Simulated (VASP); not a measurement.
# InP: single point with LDA

Crystal: InP.

```
In P
1.0
     0.00000    2.95379    2.95379
     2.95379    0.00000    2.95379
     2.95379    2.95379    0.00000
In P
1 1
Cartesian
  0.0000 0.0000 0.0000
  1.4769 1.4769 1.4769
```

* Program: VASP 6.6.1
* Task: single point
* Functional: LDA
* Potentials or basis: VASP PAW LDA potentials, release 64 (In_d, P)
* Cutoff: 520 eV
* k mesh: 8 × 8 × 8
* Occupations: gaussian, width 0.01 eV
* Spin: no spin polarisation

```json
{
 "Pressure": "-2.7 GPa",
 "Band gap on the k mesh": "0.38 eV, direct"
}
```

Levels at points of the mesh, in eV from the valence-band top:
```csv
k point,band 7,band 8,band 9,band 10,band 11,band 12
"(0.00, 0.00, 0.00)",0.00,0.00,0.00,0.38,3.96,3.96
"(0.50, 0.00, 0.00)",-5.71,-0.96,-0.96,1.27,4.70,4.70
"(0.50, 0.50, 0.00)",-5.76,-2.28,-2.28,1.63,2.13,8.85
```

It used 19 s of CPU time on 1 thread of Intel Xeon 6975P-C, on a shared host.

Caveat: spin-orbit coupling is left out, which moves the levels of the heavy elements.
